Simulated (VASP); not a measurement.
Input of a VASP 6.6.1 run:

The input INCAR:

```
PREC = Accurate
ENCUT = 600
EDIFF = 1E-6
ISMEAR = -1
SIGMA = 0.1
LREAL = F
LASPH = T
NELM = 60
ALGO = Normal
ISIF = 3
LWAVE = F
LCHARG = F
GGA = PE
IBRION = 2
NSW = 60
EDIFFG = -0.005
PSTRESS = 1600.0
```

File KPOINTS:

```
Automatic mesh
0
Gamma
  15 15 15
```

The input POSCAR:

```
SiW
1.0
    0.0000000000      2.2068583649      2.2068583649
    2.2068583649      0.0000000000      2.2068583649
    2.2068583649      2.2068583649      0.0000000000
W Si
1 1
Direct
    0.0000000000      0.0000000000      0.0000000000
    0.5000000000      0.5000000000      0.5000000000
```

Potentials or basis: VASP PAW PBE potentials, release 64 (W_sv, Si).

Command:

```console
$ cat potpaw_PBE.64/W_sv/POTCAR potpaw_PBE.64/Si/POTCAR > POTCAR
$ mpirun -np 1 vasp_std > vasp.out
```

(1) Predict the space group after relaxing (to 0.05 Å).

(2) Estimate the relaxed volume.

Results:

(1) Fm-3m (No. 225).

(2) 10.79 Å³/atom.

Caveat: the cell is relaxed towards a set pressure, so the enthalpy falls and the energy may rise.
